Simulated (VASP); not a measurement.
Crystal: Bi2Te3.

```
CELL_PARAMETERS angstrom
2.19300 1.26613 10.16567
-2.19300 1.26613 10.16567
0.00000 -2.53226 10.16567
ATOMIC_POSITIONS crystal
Bi 0.60000 0.60000 0.60000
Bi 0.40000 0.40000 0.40000
Te 0.79050 0.79050 0.79050
Te 0.20950 0.20950 0.20950
Te 0.00000 0.00000 0.00000
```

Base run:

```yaml
Program: VASP 6.6.1
Functional: PBE
Dispersion: TS
Potentials_or_basis: VASP PAW PBE potentials, release 64 (Bi_d, Te)
Cutoff: 520 eV
k_mesh: 5 × 5 × 5
Occupations: gaussian, width 0.02 eV
Spin: no spin polarisation
```

Its results: band gap on the k mesh 0.28 eV; pressure 0.7 GPa; largest force 0.059 eV/Å.

Question: The run is repeated on the same cell with these changes: dispersion from TS to D2. What comes out?

Answer: Band gap on the k mesh 0.28 eV; pressure -0.6 GPa; largest force 0.155 eV/Å.

Caveats: spin-orbit coupling is left out, which moves the levels of the heavy elements; an odd mesh through Γ misses points on the zone boundary, where band edges can lie.
